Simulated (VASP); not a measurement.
A run of VASP 6.6.1:

File POSCAR:

```
Ba
1.0
   -2.5166888790      2.5166888790      2.5166888790
    2.5166888790     -2.5166888790      2.5166888790
    2.5166888790      2.5166888790     -2.5166888790
Ba
1
Direct
    0.0000000000      0.0000000000      0.0000000000
```

The input INCAR.step1:

```
PREC = Accurate
ENCUT = 520
ISMEAR = 0
SIGMA = 0.05
LREAL = False
LASPH = True
NELM = 60
NBANDS = 11
GGA = PE
ALGO = Normal
EDIFF = 1E-4
LWAVE = True
LCHARG = False
```

The input INCAR.step2:

```
PREC = Accurate
ENCUT = 520
EDIFF = 1E-7
ISMEAR = 0
SIGMA = 0.05
LREAL = False
LASPH = True
NELM = 60
ALGO = Normal
ISIF = 2
LWAVE = False
LCHARG = False
METAGGA = R2SCAN
LMIXTAU = True
NBANDS = 11
ISTART = 1
```

File KPOINTS:

```
regular mesh
0
Gamma
  12 12 12
```

Potentials or basis: VASP PAW PBE potentials, release 64 (Ba_sv).

Run with:

```bash
$ cat potpaw_PBE.64/Ba_sv/POTCAR > POTCAR
$ cp INCAR.step1 INCAR
$ mpirun -np 1 vasp_std > vasp.out
$ cp INCAR.step2 INCAR
$ mpirun -np 1 vasp_std > vasp.out
```

Hardware: 1 thread of Intel(R) Xeon(R) 6975P-C (Granite Rapids), on a shared host.

Q: Estimate the wall time of this run.

A: Wall time 100 s on 1 thread of Intel(R) Xeon(R) 6975P-C (Granite Rapids), with other jobs on the host, peak memory 0.21 GiB. Counts: k points 72.
